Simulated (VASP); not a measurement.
Input of a VASP 6.6.1 run:

File INCAR:

```
SYSTEM = MgO
ALGO = Normal ; EDIFF = 1E-7
ENCUT = 520 ; ISIF = 2
ISMEAR = 0 ; LASPH = .True.
LCHARG = .False. ; LREAL = .False.
LWAVE = .False. ; NBANDS = 11
NELM = 60 ; PREC = Accurate
SIGMA = 0.01
```

The input KPOINTS:

```
k-points
0
Gamma
  10 10 10
  0 0 0
```

File POSCAR:

```
MgO
1.0
    0.0000000000      2.0795922133      2.0795922133
    2.0795922133      0.0000000000      2.0795922133
    2.0795922133      2.0795922133      0.0000000000
Mg O
1 1
Direct
    0.0024043175      0.0024043175      0.0024043175
    0.5000000000      0.5000000000      0.5000000000
```

Potentials or basis: VASP PAW LDA potentials, release 64 (Mg, O).

Command:

```console
$ cat potpaw_LDA.64/Mg/POTCAR potpaw_LDA.64/O/POTCAR > POTCAR
$ mpirun -np 1 vasp_std > vasp.out
```

Predict the pressure.

-1.7 GPa.

What does it give for the band gap on the k mesh?

5.03 eV, direct.

What does it give for the largest force?

0.106 eV/Å.

Forces in eV/Å, atoms in the order of the input:
```
Mg  -0.061 -0.061 -0.061
O    0.061  0.061  0.061
```

Caveat: the cell differs from its parent crystal (atom 1 moved by [0.01, 0.01, 0.01] A).
